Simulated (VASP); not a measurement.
# ZnS: single point with LDA

ZnS:

```
Zn S
1.0
     0.00000    2.70200    2.70200
     2.70200    0.00000    2.70200
     2.70200    2.70200    0.00000
Zn S
1 1
Direct
  0.75000 0.75000 0.75000
  0.00000 0.00000 0.00000
```

| Property | Result |
| --- | --- |
| Program | VASP 6.6.1 |
| Task | single point |
| Functional | LDA |
| Potentials or basis | VASP PAW LDA potentials, release 64 (Zn, S) |
| Cutoff | 520 eV |
| k mesh | 9 × 9 × 9 |
| Occupations | fermi-dirac, width 0.05 eV |
| Spin | no spin polarisation |

```json
{
 "Pressure": "-4.3 GPa",
 "Band gap on the k mesh": "1.89 eV, direct"
}
```

Levels at points of the mesh, in eV from the valence-band top:
```tsv
k point	band 5	band 6	band 7	band 8	band 9	band 10	band 11	band 12	band 13	band 14
(0.00, 0.00, 0.00)	-6.02	-6.02	0.00	0.00	0.00	1.89	6.25	6.25	6.25	11.52
```

Wall time 9.2 s on 1 thread of AMD EPYC 9R45 96-Core Processor (Zen 5), on a shared host, peak memory 0.12 GiB.
